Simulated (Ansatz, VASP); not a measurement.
One calculation of NaH, two programs

```
CELL_PARAMETERS angstrom
0.00000 2.31800 2.31800
2.31800 0.00000 2.31800
2.31800 2.31800 0.00000
ATOMIC_POSITIONS crystal
Na 0.00000 0.00000 0.00000
H 0.50000 0.50000 0.50000
```

Change from the starting cell: strain -0.050 along x and y, -0.050 along z, atoms carried along.

Alike in both runs: task single point; functional PBE; k mesh 8 × 8 × 8; occupations gaussian, width 0.05 eV; no spin polarisation.

|  | VASP | Ansatz |
| --- | --- | --- |
| version | VASP 6.6.1 | Ansatz 0.2.0 |
| potentials or method | VASP PAW PBE potentials, release 64 (Na_pv, H), cutoff 520 eV | scalar-relativistic, plane waves, PAW |
| valence electrons in the cell | 8 | 10 |

VASP gave:

* gap on the k mesh at the Fermi level (eV): 3.97
* least direct gap on the mesh (eV): 4.89
* pressure (GPa): 3.6

Task: Estimate Ansatz's values.

Result: gap on the k mesh at the Fermi level (eV): 3.98; least direct gap on the mesh (eV): 4.89; pressure (GPa): 3.6.

VASP's potentials hold 8 valence electrons a cell and Ansatz's 10, so a difference there can come from the potentials and not from the codes.
